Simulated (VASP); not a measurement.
A run of VASP 6.6.1 is set up as follows.

Contents of INCAR:

```
SYSTEM = FeSi
PREC = Accurate
ENCUT = 520
EDIFF = 1E-6
ISMEAR = 0
SIGMA = 0.01
LREAL = .FALSE.
LASPH = .TRUE.
NELM = 60
ALGO = Normal
ISIF = 2
LWAVE = .FALSE.
LCHARG = .FALSE.
GGA = PE
IBRION = 2
NSW = 50
EDIFFG = -0.01
```

File KPOINTS:

```
Automatic mesh
0
G
  8 8 8
  0 0 0
```

Contents of POSCAR:

```
FeSi
1.0
    4.4031015200      0.0000000000      0.0000000000
    0.0000000000      4.4031015200      0.0000000000
    0.0000000000      0.0000000000      4.4031015200
Fe Si
4 4
Direct
    0.1359940311      0.1359940311      0.1359940311
    0.3640059689      0.8640059689      0.6359940311
    0.6359940311      0.3640059689      0.8640059689
    0.8640059689      0.6359940311      0.3640059689
    0.8407200319      0.8407200319      0.8407200319
    0.6592799681      0.1592799681      0.3407200319
    0.3407200319      0.6592799681      0.1592799681
    0.1592799681      0.3407200319      0.6592799681
```

Potentials or basis: VASP PAW PBE potentials, release 64 (Fe, Si).

Launch:

```console
$ cat potpaw_PBE.64/Fe/POTCAR potpaw_PBE.64/Si/POTCAR > POTCAR
$ mpirun -np 1 vasp_std > vasp.out
```

What does it give for the energy gained by relaxing?

0.6 meV/atom.

Predict the band gap on the k mesh.

0.16 eV (least direct gap 0.17 eV).

The path:
```
step  energy change (eV)  largest force (eV/Å)  pressure (GPa)
   1              0.0000                0.1661            7.72
   2             -0.0042                0.0626            7.37
   3             -0.0049                0.0007            7.24
```

A k mesh can miss the band edges. Spin polarisation is off, so any magnetic state and its effect on volume and gap are missing.
